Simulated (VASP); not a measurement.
Runs of VASP 6.6.1 on Zr. The structure is that of space group P6_3/mmc (No. 194), or close to it. The cells are those of the table. 

```tsv
task	cell	cutoff (eV)	gap on the mesh (eV)	pressure (GPa)
single point	a = 3.194, b = 3.194, c = 5.087 Å, angles 90.0, 90.0, 120.0°, 2 atoms	520	none	(a)
single point	a = 3.178, b = 3.178, c = 5.061 Å, angles 90.0, 90.0, 120.0°, 2 atoms	520	none	1.6
single point	a = 3.210, b = 3.210, c = 5.112 Å, angles 90.0, 90.0, 120.0°, 2 atoms	520	none	-1.4
relaxation of volume and atoms at fixed shape	relaxed from a = 3.232, b = 3.232, c = 5.147 Å, angles 90.0, 90.0, 120.0°, 2 atoms	600	none	0.0
```

Alike in all rows: level PBEsol; potentials or basis VASP PAW PBE potentials, release 64 (Zr_sv); no spin polarisation; k mesh 17 × 17 × 9; smearing gaussian 0.05 eV.

Task: Estimate the missing entries.

Result: (a) 0.1.

Caveats: the PAW data sets were made with another functional, which shifts forces and pressure a little.

A k mesh can miss the band edges, and the runs leave out spin-orbit coupling on Zr.

A gap of «none» marks levels without a gap at the run's occupations.
